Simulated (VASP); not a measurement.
# Sc3B2N (I4/mmm) in VASP: notebook, part 2 of 3

VASP 6.6.1. The steps go on from the part before.

## 3. Single point, PBE

This run uses another cell than the first one, of 16.61 Å³/atom.

File INCAR:

```
PREC = Accurate
ENCUT = 520
EDIFF = 1E-6
ISMEAR = 0
SIGMA = 0.1
LREAL = F
LASPH = T
NELM = 80
ALGO = Fast
ISIF = 2
LWAVE = F
LCHARG = F
GGA = PE
NBANDS = 31
```

File KPOINTS:

```
Automatic mesh
0
Gamma
  6 6 6
```

File POSCAR:

```
Sc3B2N
1.0
   -2.6208771319      2.6208771319      3.6278854755
    2.6208771319     -2.6208771319      3.6278854755
    2.6208771319      2.6208771319     -3.6278854755
Sc B N
3 2 1
Direct
    0.5000000000      0.0000000000      0.5000000000
    0.0000000000      0.5000000000      0.5000000000
    0.5000000000      0.5000000000      0.0000000000
    0.8112393539      0.8112393539      0.0000000000
    0.1887606461      0.1887606461      0.0000000000
    0.0000000000      0.0000000000      0.0000000000
```

Potentials or basis: VASP PAW PBE potentials, release 64 (Sc_sv, B, N).

Launch:

```sh
cat potpaw_PBE.64/Sc_sv/POTCAR potpaw_PBE.64/B/POTCAR potpaw_PBE.64/N/POTCAR > POTCAR
mpirun -np 1 vasp_std > vasp.out
```

OUTCAR:

```text
PREC = Accurate
   ENCUT = 520
   EDIFF = 1E-6
   ISMEAR = 0
   LREAL = F
   LASPH = T
   NELM = 80
   ISIF = 2
   GGA = PE

 ion  position               nearest neighbor table
   1  0.500  0.000  0.500-   3 2.62   3 2.62
   2  0.000  0.500  0.500-   3 2.62   3 2.62
   3  0.500  0.500  0.000-   4 2.26   5 2.26   1 2.62   2 2.62   1 2.62   2 2.62
   4  0.811  0.811  0.000-   6 1.37   3 2.26
   5  0.189  0.189  0.000-   6 1.37   3 2.26
   6  0.000  0.000  0.000-   4 1.37   5 1.37

  LATTYP: Found a body centered tetragonal cell.
 ALAT       =     5.2417542638
 C/A-ratio  =     1.3842256973

  Lattice vectors:

 A1 = (  -2.6208771319,   2.6208771319,   3.6278854755)
 A2 = (   2.6208771319,  -2.6208771319,   3.6278854755)
 A3 = (   2.6208771319,   2.6208771319,  -3.6278854755)

Analysis of symmetry for initial positions (statically):
=====================================================================
 Subroutine PRICEL returns:
 Original cell was already a primitive cell.

 Routine SETGRP: Setting up the symmetry group for a
 body centered tetragonal supercell.

 Subroutine GETGRP returns: Found 16 space group operations
 (whereof 16 operations were pure point group operations)
 out of a pool of 16 trial point group operations.

The static configuration has the point symmetry D_4h.

Analysis of symmetry for dynamics (positions and initial velocities):
=====================================================================
 Subroutine PRICEL returns:
 Original cell was already a primitive cell.

 Routine SETGRP: Setting up the symmetry group for a
 body centered tetragonal supercell.

 Subroutine GETGRP returns: Found 16 space group operations
 (whereof 16 operations were pure point group operations)
 out of a pool of 16 trial point group operations.

The dynamic configuration has the point symmetry D_4h.

 Subroutine INISYM returns: Found 16 space group operations
 (whereof 16 operations are pure point group operations),
 and found     1 'primitive' translations

----------------------------------------------------------------------------------------

                                     Primitive cell

  volume of cell :      99.6797

  direct lattice vectors                    reciprocal lattice vectors
    -2.620877132  2.620877132  3.627885475     0.000000000  0.190775826  0.137821330
     2.620877132 -2.620877132  3.627885475     0.190775826  0.000000000  0.137821330
     2.620877132  2.620877132 -3.627885475     0.190775826  0.190775826  0.000000000

  length of vectors
     5.186477312  5.186477312  5.186477312     0.235351088  0.235351088  0.269797761

  position of ions in fractional coordinates (direct lattice)
     0.500000000  0.000000000  0.500000000
     0.000000000  0.500000000  0.500000000
     0.500000000  0.500000000  0.000000000
     0.811239354  0.811239354  0.000000000
     0.188760646  0.188760646  0.000000000
     0.000000000  0.000000000  0.000000000

  ion indices of the primitive-cell ions
   primitive index   ion index
                 1           1
                 2           2
                 3           3
                 4           4
                 5           5
[... 21 lines left out ...]
     0.000000000  0.000000000  0.000000000

 Subroutine IBZKPT returns following result:
 ===========================================

 Found     30 irreducible k-points:

 Following reciprocal coordinates:
            Coordinates               Weight
  0.000000  0.000000  0.000000      1.000000
  0.166667  0.000000 -0.000000      8.000000
  0.333333  0.000000  0.000000      8.000000
  0.500000  0.000000 -0.000000      4.000000
  0.166667  0.166667 -0.000000      8.000000
  0.333333  0.166667  0.000000     16.000000
[... 16 lines left out ...]
 -0.333333 -0.333333  0.166667      8.000000
 -0.166667 -0.333333  0.166667      8.000000
 [... further k-points ...]
   k-points           NKPTS =     30   k-points in BZ     NKDIM =     30   number of bands    NBANDS=     31
   number of dos      NEDOS =    301   number of ions     NIONS =      6
   total plane-waves  NPLWV =  64000
   dimension x,y,z NGX =    40 NGY =   40 NGZ =   40
   dimension x,y,z NGXF=    80 NGYF=   80 NGZF=   80
   ions per type =               3   2   1
   NGX,Y,Z   is equivalent  to a cutoff of  12.82, 12.82, 12.82 a.u.
   NGXF,Y,Z  is equivalent  to a cutoff of  25.64, 25.64, 25.64 a.u.
 SYSTEM =  unknown system
   PREC   = accura    normal or accurate (medium, high low for compatibility)
   ISTART =      0    job   : 0-new  1-cont  2-samecut
   ICHARG =      2    charge: 1-file 2-atom 10-const
   ISPIN  =      1    spin polarized calculation?
   LNONCOLLINEAR =      F non collinear calculations
   LSORBIT =      F    spin-orbit coupling
   LASPH  =      T    aspherical Exc in radial PAW
   ENCUT  =  520.0 eV  38.22 Ry    6.18 a.u.   9.64  9.64  9.64*2*pi/ulx,y,z
   NELM   =     80;   NELMIN=  2; NELMDL= -5     # of ELM steps
   EDIFF  = 0.1E-05   stopping-criterion for ELM
   LREAL  =      F    real-space projection
   EDIFFG = 0.1E-04   stopping-criterion for IOM
   NSW    =      0    number of steps for IOM
   IBRION =     -1    ionic relax: 0-MD 1-quasi-New 2-CG
   NFREE  =      0    steps in history (QN), initial steepest desc. (CG)
   ISIF   =      2    stress and relaxation
   ISYM   =      2    0-nonsym 1-usesym 2-fastsym
   POTIM  = 0.5000    time-step for ionic-motion
   TEBEG  =    0.0;   TEEND  =   0.0 temperature during run
   PSTRESS=    0.0 pullay stress
   NELECT =      44.0000    total number of electrons
   NUPDOWN=      -1.0000    fix difference up-down
   EMIN   =  10.00;   EMAX   =-10.00  energy-range for DOS
   EFERMI =   0.00;   METHOD = LEGACY
   ISMEAR =     0;   SIGMA  =   0.10  broadening in eV -4-tet -1-fermi 0-gaus
   EFERMI_NEDOS =   21; number of points for ismear=-14 and -15
   IALGO  =     68    algorithm
   IMIX   =      4    mixing-type and parameters
     AMIX     =   0.40;   BMIX     =  1.00
     AMIX_MAG =   1.60;   BMIX_MAG =  1.00
  volume/ion in A,a.u.               =      16.61       112.11
  Fermi-wavevector in a.u.,A,eV,Ry     =   1.246494  2.355532 21.140006  1.553747
  Thomas-Fermi vector in A             =   2.380669
   LORBIT       =      0    0 simple, 1 ext, 2 COOP (PROOUT), +10 PAW based schemes
   GGA     = PE    functional components
   LHFCALC =     F    Hartree Fock is set to
   AEXX    =    0.0000 exact exchange contribution
   IVDW    =     0    specifies the selected vdW correction
   LEPSILON=     F    determine dielectric tensor
   LRPA    =     F    only Hartree local field effects (RPA)
 non-spin polarized calculation
 RMM-DIIS sequential band-by-band and
 Gauss-broadening in eV      SIGMA  =   0.10
  energy-cutoff  :      520.00
  volume of cell :       99.68
 maximum number of plane-waves:      2720
 NGX is ok and might be reduce to    40
   NGX = 19   NGY = 19   NGZ = 19

 number of electron      44.0000005 magnetization

 Free energy of the ion-electron system (eV)
  ---------------------------------------------------
  ext. energy  EPLUGINS =         0.00000000
  ---------------------------------------------------
  free energy    TOTEN  =       -37.75248687 eV

  energy without entropy =      -37.72482759  energy(sigma->0) =      -37.73865723

 E-fermi :   4.0848     XC(G=0): -10.0395

 val. band max:        4.0537314432   @ k =  -0.3333  -0.3333   0.3333
 cond. band min:       4.0958472549   @ k =  -0.3333   0.1667  -0.0000
 fundamental gap:      0.0421158116
 Fermi energy:         4.0848116597

 k-point     1 :       0.0000    0.0000    0.0000
  band No.  band energies     occupation
      1     -45.7937      2.00000
      2     -45.7650      2.00000
      3     -44.1816      2.00000
      4     -24.7516      2.00000
      5     -24.7516      2.00000
      6     -24.4818      2.00000
[... 805 lines left out ...]
     30       7.1656      0.00000
     31       7.3587      0.00000

 [... further k-points ...]
[... 5 lines left out ...]
  --------------------------------------------------------------------------------------
  -------------------------------------------------------------------------------------
  Total        0.1306104      0.1306104      0.0749464      0.0000000     -0.0000000      0.0000000
  in kB        2.0993331      2.0993331      1.2046323      0.0000000     -0.0000000      0.0000000
  external PRESSURE =       1.8010995 kB  Pullay stress =       0.0000000 kB

 VOLUME and BASIS-vectors are now :
 -----------------------------------------------------------------------------
  energy-cutoff  :      520.00
  volume of cell :       99.68
      direct lattice vectors                 reciprocal lattice vectors
    -2.620877132  2.620877132  3.627885475     0.000000000  0.190775826  0.137821330
     2.620877132 -2.620877132  3.627885475     0.190775826  0.000000000  0.137821330
     2.620877132  2.620877132 -3.627885475     0.190775826  0.190775826  0.000000000

 POSITION                                       TOTAL-FORCE (eV/Angst)
 -----------------------------------------------------------------------------------
      0.00000      2.62088      0.00000         0.000000      0.000000      0.000000
      2.62088      0.00000      0.00000         0.000000      0.000000     -0.000000
      0.00000      0.00000      3.62789         0.000000      0.000000     -0.000000
      0.00000      0.00000      5.88617        -0.000000     -0.000000      0.000952
      0.00000      0.00000      1.36960        -0.000000     -0.000000     -0.000952
      0.00000      0.00000      0.00000         0.000000      0.000000     -0.000000
 -----------------------------------------------------------------------------------
    total drift:                               -0.000000     -0.000000      0.000000

  FREE ENERGIE OF THE ION-ELECTRON SYSTEM (eV)
  ---------------------------------------------------
  free  energy   TOTEN  =       -37.7524868749 eV

  energy  without entropy=      -37.7248275886  energy(sigma->0) =      -37.73865723
```

OSZICAR:

```text
N       E                     dE             d eps       ncg     rms          rms(c)
DAV:   1     0.722154088686E+03    0.72215E+03   -0.19870E+04  1860   0.146E+03
DAV:   2     0.340062114686E+02   -0.68815E+03   -0.67574E+03  2412   0.595E+02
DAV:   3    -0.405072009754E+02   -0.74513E+02   -0.71109E+02  3209   0.214E+02
[... 12 lines left out ...]
RMM:  16    -0.377524747277E+02   -0.23935E-04   -0.28574E-04  2352   0.398E-02    0.738E-03
RMM:  17    -0.377524803583E+02   -0.56306E-05   -0.82333E-05  2199   0.298E-02    0.329E-03
RMM:  18    -0.377524847681E+02   -0.44098E-05   -0.47583E-05  2076   0.188E-02    0.191E-03
RMM:  19    -0.377524861066E+02   -0.13385E-05   -0.16121E-05  1915   0.135E-02    0.127E-03
RMM:  20    -0.377524868749E+02   -0.76829E-06   -0.89136E-06  1855   0.102E-02
   1 F= -.37752487E+02 E0= -.37738657E+02  d E =-.276593E-01
```

Run time: 5.2 min. Hardware: 1 thread of Oxide Virtual Turin-like, shared host; peak memory 0.25 GiB.

What came out:

```
Free energy            : -37.7525 eV
Pressure               : 0.2 GPa
Band gap on the k mesh : zero (bands 22 and 23 overlap by 1.29 eV)
```

Stress tensor (GPa, compression positive):
```
0.21 0.00 0.00
0.00 0.21 0.00
0.00 0.00 0.12
```

## 4. Single point, PBE

This run uses another cell than the first one, of 16.79 Å³/atom.

File INCAR:

```
PREC = Accurate
ENCUT = 520
EDIFF = 1E-7
ISMEAR = 0
SIGMA = 0.1
LREAL = False
LASPH = True
NELM = 80
ALGO = Fast
ISIF = 2
LWAVE = False
LCHARG = False
GGA = PE
NBANDS = 31
```

File KPOINTS:

```
Automatic mesh
0
Gamma
  10 10 10
```

File POSCAR:

```
Sc3B2N
1.0
   -2.6348305187      2.6348305187      3.6269807455
    2.6348305187     -2.6348305187      3.6269807455
    2.6348305187      2.6348305187     -3.6269807455
Sc B N
3 2 1
Direct
    0.5000000000      0.0000000000      0.5000000000
    0.0000000000      0.5000000000      0.5000000000
    0.5000000000      0.5000000000      0.0000000000
    0.8113452285      0.8113452285      0.0000000000
    0.1886547715      0.1886547715      0.0000000000
    0.0000000000      0.0000000000      0.0000000000
```

Launch:

```sh
cat potpaw_PBE.64/Sc_sv/POTCAR potpaw_PBE.64/B/POTCAR potpaw_PBE.64/N/POTCAR > POTCAR
mpirun -np 1 vasp_std > vasp.out
```

It took 14 min on 1 thread of Oxide Virtual Turin-like, shared host; peak memory 0.4 GiB.

It converged, with:

```yaml
Free_energy: -37.7458 eV
Pressure: 0.1 GPa
Largest_force: 0.005 eV/Å
Band_gap_on_the_k_mesh: zero (bands 22 and 23 overlap by 1.24 eV)
```

Forces on the atoms (eV/Å):
```
Sc   0.000  0.000  0.000
Sc   0.000  0.000  0.000
Sc   0.000  0.000  0.000
B    0.000  0.000  0.005
B    0.000  0.000 -0.005
N    0.000  0.000  0.000
```

Levels at points of the mesh, in eV from the Fermi level:
```tsv
k point	band 20	band 21	band 22	band 23	band 24	band 25
(0.00, 0.00, 0.00)	-1.50	-1.41	-1.11	-0.49	0.96	1.75
(0.50, 0.00, 0.00)	-0.81	-0.38	-0.29	0.10	0.22	0.86
(0.50, 0.50, 0.00)	-1.16	0.39	0.69	0.94	1.04	1.30
(0.50, 0.50, 0.50)	-1.10	-0.66	-0.42	-0.42	0.13	0.79
```

(Part 2 of 3 ends here.)

The gap in the log of VASP goes by the Fermi energy; the results here count the filled bands.